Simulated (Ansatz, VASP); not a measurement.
# BaTe: VASP beside Ansatz

POSCAR

```
BaTe
1.0
    4.2448181598      0.0000000000      0.0000000000
    0.0000000000      4.2448181598      0.0000000000
    0.0000000000      0.0000000000      4.2448181598
Ba Te
1 1
Direct
    0.0000000000      0.0000000000      0.0000000000
    0.5000000000      0.5000000000      0.5000000000
```

Contents of INCAR.step1:

```
SYSTEM = BaTe
  ALGO = Normal
  EDIFF = 1E-5
  ENCUT = 520
  GGA = PE
  ISIF = 2
  ISMEAR = 0
  LASPH = .True.
  LCHARG = .False.
  LREAL = .False.
  LWAVE = .True.
  NBANDS = 15
  NELM = 80
  PREC = Accurate
  SIGMA = 0.01
```

File INCAR.step2:

```
SYSTEM = BaTe
  AEXX = 0.1
  ALGO = Normal
  EDIFF = 1E-6
  ENCUT = 520
  GGA = PE
  HFSCREEN = 0.3
  ISIF = 2
  ISMEAR = 0
  ISTART = 1
  LASPH = .True.
  LCHARG = .False.
  LHFCALC = .True.
  LREAL = .False.
  LWAVE = .False.
  NBANDS = 15
  NELM = 80
  PREC = Accurate
  PRECFOCK = Normal
  SIGMA = 0.01
```

Contents of KPOINTS:

```
k-points
0
Gamma
  4 4 4
  0 0 0
```

Input for Ansatz:

```yaml
crystal:
  lattice:
    - [4.2448181598, 0.0, 0.0]
    - [0.0, 4.2448181598, 0.0]
    - [0.0, 0.0, 4.2448181598]
  atoms:
    - { symbol: Ba, position: [0.0, 0.0, 0.0] }
    - { symbol: Te, position: [0.5, 0.5, 0.5] }
kpoints:
  mp_grid: { grid: [4, 4, 4] }
hamiltonian:
  xc: { exchange: pbe, correlation: pbe, exx: { coeff: 0.1, omega: 0.3 } }
scf:
  occupations: { method: fixed }
  n_extra_bands: 4
output:
  forces: true
  stress: true
  eigenvalues: true
```

Alike in both runs: task single point; functional PBE-based screened hybrid; k mesh 4 × 4 × 4; no spin polarisation.

```csv
,VASP,Ansatz
version,VASP 6.6.1,Ansatz 0.2.0
potentials or method,"VASP PAW PBE potentials, release 64 (Ba_sv, Te)",plane waves
plane-wave cutoff (eV),520,420
occupations,"gaussian, width 0.01 eV",fixed
valence electrons in the cell,16,26
```

Ansatz gave:

```
gap on the k mesh at the Fermi level (eV) : 1.04
pressure (GPa)                            : 0.0
```

Q: Estimate VASP's values.

A: gap on the k mesh at the Fermi level (eV): 0.94; pressure (GPa): 0.4.

VASP's potentials were made for PBE, not for PBE-based screened hybrid. VASP's potentials hold 16 valence electrons a cell and Ansatz's 26, so a difference there can come from the potentials and not from the codes. Ansatz's warnings: stress exchange threshold loose, stress scf threshold loose.

Neither program's run includes spin-orbit coupling.
